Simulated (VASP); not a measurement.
# GeCN2 (R-3m) in VASP: settings compared

The runs below take GeCN2 through single point, with r2SCAN, LDA, PBEsol.

All numbers are computed with VASP 6.6.1; they aren't measurements. Logs are shortened: lines on timing, memory, paths and dates and some standing lists are left out, and cuts for length are marked.

## Step 1: The cell of the first run

Symmetry: R-3m, No. 166, trigonal system. Conventional cell: a = 3.635 Å, b = 3.635 Å, c = 14.960 Å, α = 90.00°, β = 90.00°, γ = 120.00°. Ge (site symmetry -3m) has 6 N at 2.44 Å within 3.2 Å. Within 1.7 Å of N (site symmetry 3m) lie 1 C at 1.26 Å. C (site symmetry -3m) has 2 N at 1.26 Å within 1.7 Å.

## Step 2: Single point, r2SCAN

The input, POSCAR:

```
GeCN2
1.0
    1.8173955815      1.0492738282      4.9867272349
   -1.8173955815      1.0492738282      4.9867272349
    0.0000000000     -2.0985476564      4.9867272349
Ge N C
1 2 1
Direct
    0.0000000000      0.0000000000      0.0000000000
    0.5839044000      0.5839044000      0.5839044000
    0.4160956000      0.4160956000      0.4160956000
    0.5000000000      0.5000000000      0.5000000000
```

The input, INCAR.step1:

```
SYSTEM = GeCN2
  PREC = Accurate
  ENCUT = 520
  ISMEAR = -1
  SIGMA = 0.05
  LREAL = .False.
  LASPH = .True.
  NELM = 60
  NBANDS = 22
  GGA = PE
  ALGO = Normal
  EDIFF = 1E-4
  LWAVE = .True.
  LCHARG = .False.
```

The input, INCAR.step2:

```
SYSTEM = GeCN2
  PREC = Accurate
  ENCUT = 520
  EDIFF = 1E-6
  ISMEAR = -1
  SIGMA = 0.05
  LREAL = .False.
  LASPH = .True.
  NELM = 60
  ALGO = Normal
  ISIF = 2
  LWAVE = .False.
  LCHARG = .False.
  METAGGA = R2SCAN
  LMIXTAU = .True.
  NBANDS = 22
  ISTART = 1
```

The input, KPOINTS:

```
Automatic mesh
0
Gamma
  9 9 9
  0 0 0
```

Potentials or basis: VASP PAW PBE potentials, release 64 (Ge_d, N, C).

Command:

```bash
cat potpaw_PBE.64/Ge_d/POTCAR potpaw_PBE.64/N/POTCAR potpaw_PBE.64/C/POTCAR > POTCAR
cp INCAR.step1 INCAR
mpirun -np 1 vasp_std > vasp.out
cp INCAR.step2 INCAR
mpirun -np 1 vasp_std > vasp.out
```

OUTCAR:

```text
SYSTEM = GeCN2
   PREC = Accurate
   ENCUT = 520
   EDIFF = 1E-6
   ISMEAR = -1
   LREAL = .False.
   LASPH = .True.
   NELM = 60
   ISIF = 2
   METAGGA = R2SCAN
   ISTART = 1

 ion  position               nearest neighbor table
   1  0.000  0.000  0.000-
   2  0.584  0.584  0.584-   4 1.26
   3  0.416  0.416  0.416-   4 1.26
   4  0.500  0.500  0.500-   2 1.26   3 1.26

  LATTYP: Found a trigonal (rhomboedric) cell.
 ALAT       =     5.4103004336
 COS(alpha) =     0.7743235887

  Lattice vectors:

 A1 = (   1.8173955815,   1.0492738282,   4.9867272349)
 A2 = (  -1.8173955815,   1.0492738282,   4.9867272349)
 A3 = (   0.0000000000,  -2.0985476564,   4.9867272349)

Analysis of symmetry for initial positions (statically):
=====================================================================
 Subroutine PRICEL returns:
 Original cell was already a primitive cell.

 Routine SETGRP: Setting up the symmetry group for a
 trigonal (rhombohedral) supercell.

 Subroutine GETGRP returns: Found 12 space group operations
 (whereof 12 operations were pure point group operations)
 out of a pool of 12 trial point group operations.

The static configuration has the point symmetry D_3d.

Analysis of symmetry for dynamics (positions and initial velocities):
=====================================================================
 Subroutine PRICEL returns:
 Original cell was already a primitive cell.

 Routine SETGRP: Setting up the symmetry group for a
 trigonal (rhombohedral) supercell.

 Subroutine GETGRP returns: Found 12 space group operations
 (whereof 12 operations were pure point group operations)
 out of a pool of 12 trial point group operations.

The dynamic configuration has the point symmetry D_3d.

 Subroutine INISYM returns: Found 12 space group operations
 (whereof 12 operations are pure point group operations),
 and found     1 'primitive' translations

----------------------------------------------------------------------------------------

                                     Primitive cell

  volume of cell :      57.0565

  direct lattice vectors                    reciprocal lattice vectors
     1.817395582  1.049273828  4.986727235     0.275118970  0.158840011  0.066844108
    -1.817395582  1.049273828  4.986727235    -0.275118970  0.158840011  0.066844108
     0.000000000 -2.098547656  4.986727235     0.000000000 -0.317680022  0.066844108

  length of vectors
     5.410300434  5.410300434  5.410300434     0.324636306  0.324636306  0.324636306

  position of ions in fractional coordinates (direct lattice)
     0.000000000  0.000000000  0.000000000
     0.583904400  0.583904400  0.583904400
     0.416095600  0.416095600  0.416095600
     0.500000000  0.500000000  0.500000000

  ion indices of the primitive-cell ions
   primitive index   ion index
                 1           1
                 2           2
                 3           3
                 4           4

----------------------------------------------------------------------------------------

 KPOINTS: Automatic mesh

Automatic generation of k-mesh.
 Grid dimensions read from file:
 generate k-points for:    9    9    9

 Generating k-lattice:

  Cartesian coordinates                     Fractional coordinates (reciprocal lattice)
     0.030568774  0.017648890  0.007427123     0.111111111  0.000000000 -0.000000000
    -0.030568774  0.017648890  0.007427123     0.000000000  0.111111111 -0.000000000
     0.000000000 -0.035297780  0.007427123    -0.000000000 -0.000000000  0.111111111

  Length of vectors
     0.036070701  0.036070701  0.036070701

  Shift w.r.t. Gamma in fractional coordinates (k-lattice)
     0.000000000  0.000000000  0.000000000

 Subroutine IBZKPT returns following result:
 ===========================================

 Found     85 irreducible k-points:

 Following reciprocal coordinates:
            Coordinates               Weight
  0.000000  0.000000  0.000000      1.000000
  0.111111  0.000000  0.000000      6.000000
  0.222222  0.000000  0.000000      6.000000
  0.333333  0.000000 -0.000000      6.000000
  0.444444  0.000000  0.000000      6.000000
  0.111111  0.111111  0.000000      6.000000
[... 16 lines left out ...]
 -0.333333  0.333333  0.000000      6.000000
  0.444444  0.444444  0.000000      6.000000
 [... further k-points ...]
   k-points           NKPTS =     85   k-points in BZ     NKDIM =     85   number of bands    NBANDS=     22
   number of dos      NEDOS =    301   number of ions     NIONS =      4
   total plane-waves  NPLWV =  64000
   dimension x,y,z NGX =    40 NGY =   40 NGZ =   40
   dimension x,y,z NGXF=    80 NGYF=   80 NGZF=   80
   ions per type =               1   2   1
   NGX,Y,Z   is equivalent  to a cutoff of  12.29, 12.29, 12.29 a.u.
   NGXF,Y,Z  is equivalent  to a cutoff of  24.58, 24.58, 24.58 a.u.
 SYSTEM =  GeCN2
   PREC   = accura    normal or accurate (medium, high low for compatibility)
   ISTART =      1    job   : 0-new  1-cont  2-samecut
   ICHARG =      0    charge: 1-file 2-atom 10-const
   ISPIN  =      1    spin polarized calculation?
   LNONCOLLINEAR =      F non collinear calculations
   LSORBIT =      F    spin-orbit coupling
   LASPH  =      T    aspherical Exc in radial PAW
   ENCUT  =  520.0 eV  38.22 Ry    6.18 a.u.  10.06 10.06 10.06*2*pi/ulx,y,z
   NELM   =     60;   NELMIN=  2; NELMDL=  0     # of ELM steps
   EDIFF  = 0.1E-05   stopping-criterion for ELM
   LREAL  =      F    real-space projection
   EDIFFG = 0.1E-04   stopping-criterion for IOM
   NSW    =      0    number of steps for IOM
   IBRION =     -1    ionic relax: 0-MD 1-quasi-New 2-CG
   NFREE  =      0    steps in history (QN), initial steepest desc. (CG)
   ISIF   =      2    stress and relaxation
   ISYM   =      2    0-nonsym 1-usesym 2-fastsym
   POTIM  = 0.5000    time-step for ionic-motion
   TEBEG  =    0.0;   TEEND  =   0.0 temperature during run
   PSTRESS=    0.0 pullay stress
   NELECT =      28.0000    total number of electrons
   NUPDOWN=      -1.0000    fix difference up-down
   EMIN   =  10.00;   EMAX   =-10.00  energy-range for DOS
   EFERMI =   0.00;   METHOD = LEGACY
   ISMEAR =    -1;   SIGMA  =   0.05  broadening in eV -4-tet -1-fermi 0-gaus
   EFERMI_NEDOS =   21; number of points for ismear=-14 and -15
   IALGO  =     38    algorithm
   IMIX   =      4    mixing-type and parameters
     AMIX     =   0.40;   BMIX     =  1.00
     AMIX_MAG =   1.60;   BMIX_MAG =  1.00
  volume/ion in A,a.u.               =      14.26        96.26
  Fermi-wavevector in a.u.,A,eV,Ry     =   1.291296  2.440195 22.686969  1.667445
  Thomas-Fermi vector in A             =   2.423075
   LORBIT       =      0    0 simple, 1 ext, 2 COOP (PROOUT), +10 PAW based schemes
   METAGGA = R2SCAN    functional components
   LHFCALC =     F    Hartree Fock is set to
   AEXX    =    0.0000 exact exchange contribution
   IVDW    =     0    specifies the selected vdW correction
   LEPSILON=     F    determine dielectric tensor
   LRPA    =     F    only Hartree local field effects (RPA)
 non-spin polarized calculation
  energy-cutoff  :      520.00
  volume of cell :       57.06
 maximum number of plane-waves:      1553
   NGX = 21   NGY = 21   NGZ = 21

 number of electron      27.9999997 magnetization

 Free energy of the ion-electron system (eV)
  ---------------------------------------------------
  ext. energy  EPLUGINS =         0.00000000
  ---------------------------------------------------
  free energy    TOTEN  =       -40.55916103 eV

  energy without entropy =      -40.55916099  energy(sigma->0) =      -40.55916101

 E-fermi :   3.6490     XC(G=0): -10.2646

 val. band max:        2.9520770622   @ k =  -0.4444  -0.4444   0.2222
 cond. band min:       4.2557066548   @ k =   0.4444   0.4444   0.4444
 fundamental gap:      1.3036295926
 Fermi energy:         3.6489978710

 k-point     1 :       0.0000    0.0000    0.0000
  band No.  band energies     occupation
      1     -22.5460      2.00000
      2     -22.5460      2.00000
      3     -22.5422      2.00000
      4     -22.5337      2.00000
      5     -22.5337      2.00000
      6     -17.0997      2.00000
[... 14 lines left out ...]
     21      13.1981      0.00000
     22      14.2884      0.00000

 k-point     2 :       0.1111    0.0000    0.0000
  band No.  band energies     occupation
      1     -22.5470      2.00000
      2     -22.5444      2.00000
      3     -22.5411      2.00000
      4     -22.5350      2.00000
      5     -22.5339      2.00000
      6     -17.0645      2.00000
[... 14 lines left out ...]
     21      12.8909      0.00000
     22      13.6114      0.00000

 k-point     3 :       0.2222    0.0000    0.0000
  band No.  band energies     occupation
      1     -22.5503      2.00000
      2     -22.5404      2.00000
      3     -22.5388      2.00000
      4     -22.5370      2.00000
      5     -22.5343      2.00000
      6     -16.9736      2.00000
[... 14 lines left out ...]
     21      11.7341      0.00000
     22      14.3364      0.00000

 k-point     4 :       0.3333    0.0000   -0.0000
  band No.  band energies     occupation
      1     -22.5548      2.00000
      2     -22.5405      2.00000
      3     -22.5375      2.00000
      4     -22.5343      2.00000
      5     -22.5332      2.00000
      6     -16.8666      2.00000
[... 14 lines left out ...]
     21      11.7780      0.00000
     22      14.8511      0.00000

 k-point     5 :       0.4444    0.0000    0.0000
  band No.  band energies     occupation
      1     -22.5580      2.00000
      2     -22.5418      2.00000
      3     -22.5372      2.00000
      4     -22.5320      2.00000
      5     -22.5308      2.00000
      6     -16.7947      2.00000
[... 14 lines left out ...]
     21      12.8136      0.00000
     22      14.8707      0.00000

 k-point     6 :       0.1111    0.1111    0.0000
  band No.  band energies     occupation
      1     -22.5470      2.00000
      2     -22.5444      2.00000
      3     -22.5411      2.00000
      4     -22.5350      2.00000
      5     -22.5339      2.00000
      6     -17.0585      2.00000
[... 14 lines left out ...]
     21      12.8130      0.00000
     22      13.6411      0.00000

 k-point     7 :       0.2222    0.1111    0.0000
  band No.  band energies     occupation
      1     -22.5486      2.00000
      2     -22.5429      2.00000
      3     -22.5386      2.00000
      4     -22.5368      2.00000
      5     -22.5343      2.00000
      6     -16.9905      2.00000
[... 324 lines left out ...]
      6     -16.8246      2.00000
[... 14 lines left out ...]
     21      12.2640      0.00000
     22      14.7454      0.00000

 k-point    21 :       0.4444    0.3333   -0.0000
  band No.  band energies     occupation
      1     -22.5561      2.00000
      2     -22.5410      2.00000
      3     -22.5385      2.00000
      4     -22.5340      2.00000
      5     -22.5313      2.00000
      6     -16.7662      2.00000
[... 14 lines left out ...]
     21      12.6889      0.00000
     22      15.1253      0.00000

 k-point    22 :      -0.4444    0.3333   -0.0000
  band No.  band energies     occupation
      1     -22.5531      2.00000
      2     -22.5422      2.00000
      3     -22.5391      2.00000
      4     -22.5345      2.00000
      5     -22.5318      2.00000
      6     -16.7261      2.00000
[... 14 lines left out ...]
     21      13.3795      0.00000
     22      14.5094      0.00000

 k-point    23 :      -0.3333    0.3333    0.0000
  band No.  band energies     occupation
      1     -22.5480      2.00000
      2     -22.5472      2.00000
      3     -22.5361      2.00000
      4     -22.5361      2.00000
      5     -22.5330      2.00000
      6     -16.7232      2.00000
[... 14 lines left out ...]
     21      13.3653      0.00000
     22      13.8776      0.00000

 k-point    24 :       0.4444    0.4444    0.0000
  band No.  band energies     occupation
      1     -22.5591      2.00000
      2     -22.5422      2.00000
      3     -22.5371      2.00000
      4     -22.5319      2.00000
      5     -22.5308      2.00000
      6     -16.7388      2.00000
[... 14 lines left out ...]
     21      12.3151      0.00000
     22      15.4090      0.00000

 [... further k-points ...]

------------------------ aborting loop because EDIFF is reached ----------------------------------------

  FORCE on cell =-STRESS in cart. coord.  units (eV):
  Direction    XX          YY          ZZ          XY          YZ          ZX
  --------------------------------------------------------------------------------------
  -------------------------------------------------------------------------------------
  Total       -1.4091617     -1.4091617     -5.3637190      0.0000000     -0.0000000      0.0000000
  in kB      -39.5700174    -39.5700174   -150.6161104      0.0000000     -0.0000000      0.0000000
  external PRESSURE =     -76.5853817 kB  Pullay stress =       0.0000000 kB

 VOLUME and BASIS-vectors are now :
 -----------------------------------------------------------------------------
  energy-cutoff  :      520.00
  volume of cell :       57.06
      direct lattice vectors                 reciprocal lattice vectors
     1.817395582  1.049273828  4.986727235     0.275118970  0.158840011  0.066844108
    -1.817395582  1.049273828  4.986727235    -0.275118970  0.158840011  0.066844108
     0.000000000 -2.098547656  4.986727235     0.000000000 -0.317680022  0.066844108

 POSITION                                       TOTAL-FORCE (eV/Angst)
 -----------------------------------------------------------------------------------
      0.00000      0.00000      0.00000        -0.000000      0.000000      0.000000
      0.00000      0.00000      8.73532        -0.000000     -0.000000     -1.364241
      0.00000      0.00000      6.22487        -0.000000      0.000000      1.364241
      0.00000      0.00000      7.48009         0.000000      0.000000      0.000000
 -----------------------------------------------------------------------------------
    total drift:                               -0.000000      0.000000     -0.000000

  FREE ENERGIE OF THE ION-ELECTRON SYSTEM (eV)
  ---------------------------------------------------
  free  energy   TOTEN  =       -40.5591610300 eV

  energy  without entropy=      -40.5591609864  energy(sigma->0) =      -40.55916101
```

Run time: 4.6 min. Hardware: 1 thread of Intel Xeon 6975P-C (Granite Rapids), shared host; peak memory 0.33 GiB.

Results:

| Quantity | Value |
| --- | --- |
| Free energy | -40.5592 eV |
| Pressure | -7.7 GPa |
| Largest force | 1.364 eV/Å |
| Band gap on the k mesh | 1.30 eV, indirect (least direct gap 2.26 eV) |

Forces on the atoms (eV/Å):
```
Ge   0.000  0.000  0.000
N    0.000  0.000 -1.364
N    0.000  0.000  1.364
C    0.000  0.000  0.000
```

Caveat: the PAW data sets were made with another functional, which shifts forces and pressure a little. r2SCAN opens gaps a little over a GGA but as a rule still falls short of measured ones.

## Step 3: Single point, r2SCAN

This run uses another cell than the first one, of 14.54 Å³/atom, 1.019 times its volume.

The input, POSCAR:

```
GeCN2
1.0
    1.8289716617      1.0559572812      5.0184906852
   -1.8289716617      1.0559572812      5.0184906852
    0.0000000000     -2.1119145624      5.0184906852
Ge N C
1 2 1
Direct
    0.0000000000      0.0000000000      0.0000000000
    0.5839044000      0.5839044000      0.5839044000
    0.4160956000      0.4160956000      0.4160956000
    0.5000000000      0.5000000000      0.5000000000
```

The input, INCAR.step1:

```
ALGO = Normal
EDIFF = 1E-4
ENCUT = 520
GGA = PE
ISMEAR = -1
LASPH = T
LCHARG = F
LREAL = F
LWAVE = T
NBANDS = 22
NELM = 100
PREC = Accurate
SIGMA = 0.05
```

The input, INCAR.step2:

```
ALGO = Normal
EDIFF = 1E-6
ENCUT = 520
ISIF = 2
ISMEAR = -1
ISTART = 1
LASPH = T
LCHARG = F
LMIXTAU = T
LREAL = F
LWAVE = F
METAGGA = R2SCAN
NBANDS = 22
NELM = 100
PREC = Accurate
SIGMA = 0.05
```

The input, KPOINTS:

```
k-points
0
Gamma
  9 9 9
```

Potentials or basis: VASP PAW PBE potentials, release 64 (Ge_d, N, C).

Command:

```bash
cat potpaw_PBE.64/Ge_d/POTCAR potpaw_PBE.64/N/POTCAR potpaw_PBE.64/C/POTCAR > POTCAR
cp INCAR.step1 INCAR
mpirun -np 1 vasp_std > vasp.out
cp INCAR.step2 INCAR
mpirun -np 1 vasp_std > vasp.out
```

It took 5 min on 1 thread of Intel Xeon 6975P-C (Granite Rapids), shared host; peak memory 0.32 GiB.

Results (log left out):

```
Free energy            : -40.5010 eV
Pressure               : -9.7 GPa
Largest force          : 1.847 eV/Å
Band gap on the k mesh : 1.34 eV, indirect (least direct gap 2.32 eV)
```

Forces in eV/Å, atoms in the order of the input:
```
Ge   0.000  0.000  0.000
N    0.000  0.000 -1.847
N    0.000  0.000  1.847
C    0.000  0.000  0.000
```

Stress tensor (GPa, compression positive):
```
 -4.71   0.00   0.00
  0.00  -4.71   0.00
  0.00   0.00 -19.57
```

Levels at points of the mesh, in eV from the valence-band top:
```tsv
k point	band 10	band 11	band 12	band 13	band 14	band 15	band 16	band 17	band 18	band 19
(0.00, 0.00, 0.00)	-5.05	-5.05	-2.51	-1.75	-1.75	2.69	3.43	3.43	5.38	7.51
```

Caveat: the PAW data sets were made with another functional, which shifts forces and pressure a little. A k mesh can miss the band edges.

(Continued in part 2 of 2.)
